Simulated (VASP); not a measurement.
HfO2: single point with LDA

HfO2:

```
Hf O
1.0
     4.78890    0.00000    0.00000
     0.00000    4.78890    0.00000
     0.00000    0.00000    3.18582
Hf O
2 4
Cartesian
  -0.4243 0.4243 0.0000
  2.3944 2.3944 1.5929
  0.9344 3.8545 1.5929
  1.4601 1.4601 0.0000
  3.3288 3.3288 0.0000
  3.8545 0.9344 1.5929
```

This cell differs from its parent crystal: atom 1 (Hf) moved -0.600 Å along Cartesian [1 -1 0].

```json
{"Program": "VASP 6.6.1", "Task": "single point", "Functional": "LDA", "Potentials or basis": "VASP PAW LDA potentials, release 64 (Hf_pv, O)", "Cutoff": "520 eV", "k mesh": "6 × 6 × 8", "Occupations": "gaussian, width 0.05 eV", "Spin": "no spin polarisation"}
```

| Property | Result |
| --- | --- |
| Pressure | 13.3 GPa |
| Largest force | 13.755 eV/Å |
| Band gap on the k mesh | 1.83 eV, indirect (least direct gap 2.22 eV) |

Forces in eV/Å, atoms in the order of the input:
```
Hf   9.726 -9.726  0.000
Hf  -4.793  4.793  0.000
O   -0.249  0.249  0.000
O   -0.158 -0.643  0.000
O    0.643  0.158  0.000
O   -5.169  5.169  0.000
```

Stress tensor (GPa, compression positive):
```
-7.69 -5.77  0.00
-5.77 -7.69  0.00
 0.00  0.00 55.29
```

Levels at points of the mesh, in eV from the valence-band top:
| k point | band 19 | band 20 | band 21 | band 22 | band 23 | band 24 | band 25 | band 26 |
| --- | --- | --- | --- | --- | --- | --- | --- | --- |
| (0.00, 0.00, 0.00) | -2.56 | -1.37 | -0.21 | 0.00 | 2.87 | 3.38 | 3.44 | 4.53 |
| (0.50, 0.00, 0.00) | -2.69 | -2.17 | -0.48 | -0.46 | 3.05 | 3.84 | 4.18 | 4.65 |
| (0.50, 0.50, 0.00) | -2.39 | -1.84 | -0.76 | -0.32 | 2.85 | 3.60 | 4.22 | 4.29 |
| (0.00, 0.00, 0.50) | -3.30 | -2.07 | -1.74 | -1.03 | 2.07 | 4.04 | 4.15 | 4.26 |
| (0.50, 0.00, 0.50) | -2.86 | -2.29 | -1.21 | -0.74 | 2.40 | 3.21 | 3.57 | 5.08 |
| (0.50, 0.50, 0.50) | -2.28 | -1.73 | -1.04 | -0.39 | 1.83 | 3.24 | 3.50 | 4.88 |

Wall time 38 s on 1 thread of Intel(R) Xeon(R) 6975P-C (Granite Rapids), with other jobs on the host, peak memory 0.23 GiB.

Caveat: the cell differs from its parent crystal (atom 1 (Hf) moved -0.600 Å along Cartesian [1 -1 0]); spin-orbit coupling is left out, which moves the levels of the heavy elements; forces of over 1 eV/Å act on the atoms, so gaps and moduli don't describe the material at rest. A k mesh can miss the band edges.
